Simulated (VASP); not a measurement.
The system is SnTe.

```
CELL_PARAMETERS angstrom
0.00000 3.18933 3.18933
3.18933 0.00000 3.18933
3.18933 3.18933 0.00000
ATOMIC_POSITIONS crystal
Sn 0.00000 0.00000 0.00000
Te 0.50000 0.50000 0.50000
```

Base run:

```yaml
Program: VASP 6.6.1
Functional: PBEsol
Potentials_or_basis: VASP PAW PBE potentials, release 64 (Sn_d, Te)
Cutoff: 500 eV
k_mesh: 6 × 6 × 6
Occupations: fermi-dirac, width 0.02 eV
Spin: no spin polarisation
```

Its results: band gap on the k mesh 0.04 eV, direct; pressure -1.9 GPa.

Task: The run is repeated on the same cell with these changes: functional from PBEsol to r2SCAN; cutoff from 500 eV to 550 eV; k mesh from 6 × 6 × 6 to 4 × 4 × 4. What comes out?

Result: Band gap on the k mesh 0.15 eV, direct; pressure 0.0 GPa.

Several settings changed at once, so the effect can't be laid on one alone.

Caveats: some runs use coarse meshes; the PAW data sets were made with another functional, which shifts forces and pressure a little; spin-orbit coupling is left out, which moves the levels of the heavy elements.

A k mesh can miss the band edges.
